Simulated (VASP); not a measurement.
Crystal: SnTe5.

```
Sn Te
1.0
     6.12962    0.00000    0.00000
    -3.06481    5.30840    0.00000
     0.00000    0.00000    6.09384
Sn Te
1 5
Direct
  0.00000 0.00000 0.50000
  0.67000 0.00000 0.00000
  0.33000 0.33000 0.00000
  0.00000 0.67000 0.00000
  0.66667 0.33333 0.50000
  0.33333 0.66667 0.50000
```

The cell was built from a structure type or drawn by symmetry, and may not be a known phase.

- Program: VASP 6.6.1
- Task: relaxation of cell and atoms
- Functional: PBE
- Potentials or basis: VASP PAW PBE potentials, release 64 (Sn_d, Te)
- Cutoff: 600 eV
- k mesh: 3 × 3 × 4
- Occupations: gaussian, width 0.1 eV
- Spin: no spin polarisation

At the start: pressure -4.7 GPa; volume 33.05 Å³/atom.

Task: How do energy, volume and symmetry change on relaxing?

Result: Over 23 steps the energy falls by 215.4 meV/atom and the volume is 30.98 Å³/atom (-6.2 %); space group P-62m (No. 189, to 0.1 Å) before and after.

The path:
| step | energy change (eV) | largest force (eV/Å) | pressure (GPa) | volume (Å³) |
| --- | --- | --- | --- | --- |
| 1 | 0.0000 | 0.0739 | -4.72 | 198.28 |
| 2 | -0.4385 | 0.1116 | 0.45 | 171.61 |
| 3 | -0.4398 | 0.1025 | 0.09 | 172.78 |
| 4 | -0.4585 | 0.1103 | 0.14 | 172.57 |
| 5 | -0.5386 | 0.0845 | 0.39 | 171.75 |
| 6 | -0.9308 | 0.0379 | 1.31 | 169.33 |
| 7 | -0.7048 | 0.4314 | 8.80 | 161.12 |
| 8 | -1.0478 | 0.0611 | 3.08 | 166.63 |
| 9 | -1.0417 | 0.0140 | 3.83 | 165.73 |
| 10 | -1.0463 | 0.0276 | 3.82 | 165.90 |
| 11 | -1.0587 | 0.0686 | 3.82 | 166.39 |
| 12 | -1.0736 | 0.1406 | 3.94 | 167.33 |
| 13 | -1.0832 | 0.2669 | 4.34 | 169.08 |
| 14 | -1.1188 | 0.2539 | 3.85 | 170.57 |
| 15 | -1.2029 | 0.2173 | 2.52 | 175.09 |
| 16 | -1.2768 | 0.1506 | 0.29 | 184.34 |
| 17 | -1.2782 | 0.1410 | 0.01 | 185.72 |
| 18 | -1.2782 | 0.1389 | -0.06 | 186.07 |
| 19 | -1.2788 | 0.1358 | -0.06 | 186.06 |
| 20 | -1.2806 | 0.1268 | -0.04 | 186.05 |
| 21 | -1.2837 | 0.1086 | -0.02 | 186.03 |
| 22 | -1.2883 | 0.0726 | 0.04 | 185.99 |
| 23 | -1.2925 | 0.0119 | 0.16 | 185.89 |

Final structure:
```cif
data_structure
_symmetry_space_group_name_H-M 'P 1'
_symmetry_Int_Tables_number 1
_cell_length_a 6.8995
_cell_length_b 6.8995
_cell_length_c 4.5093
_cell_angle_alpha 90.000
_cell_angle_beta 90.000
_cell_angle_gamma 120.000
_cell_volume 185.89
loop_
_atom_site_label
_atom_site_type_symbol
_atom_site_fract_x
_atom_site_fract_y
_atom_site_fract_z
_atom_site_occupancy
Sn1 Sn 0.00000 0.00000 0.50000 1
Te1 Te 0.66236 0.00000 0.00000 1
Te2 Te 0.33764 0.33764 0.00000 1
Te3 Te 0.00000 0.66236 0.00000 1
Te4 Te 0.66667 0.33333 0.50000 1
Te5 Te 0.33333 0.66667 0.50000 1
```

Caveat: the k points lie up to 0.35 Å⁻¹ apart in the final cell, too coarse for converged energies and pressures of a metal; a cell axis changed by over 15 % at a fixed basis, so the end point is rough.
